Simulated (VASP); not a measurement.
Input of a VASP 6.6.1 run:

Contents of INCAR:

```
SYSTEM = Se
PREC = Accurate
ENCUT = 520
EDIFF = 1E-7
ISMEAR = -1
SIGMA = 0.05
LREAL = .FALSE.
LASPH = .TRUE.
NELM = 80
ALGO = Normal
ISIF = 2
LWAVE = .FALSE.
LCHARG = .FALSE.
GGA = PS
NBANDS = 9
```

KPOINTS

```
Automatic mesh
0
G
  13 13 13
  0 0 0
```

The input POSCAR:

```
Se
1.0
   -1.4176999139      1.4176999139      1.4176999139
    1.4176999139     -1.4176999139      1.4176999139
    1.4176999139      1.4176999139     -1.4176999139
Se
1
Direct
    0.0000000000      0.0000000000      0.0000000000
```

Potentials or basis: VASP PAW PBE potentials, release 64 (Se).

Launch:

```bash
$ cat potpaw_PBE.64/Se/POTCAR > POTCAR
$ mpirun -np 1 vasp_std > vasp.out
```

Problem. Estimate the band gap on the k mesh.

Solution. Zero (band 3 reaches 21.94 eV, above the bottom of band 4 at 7.30 eV).

Problem. What does it give for the pressure?

Solution. 145.6 GPa.

Caveat: the PAW data sets were made with another functional, which shifts forces and pressure a little.
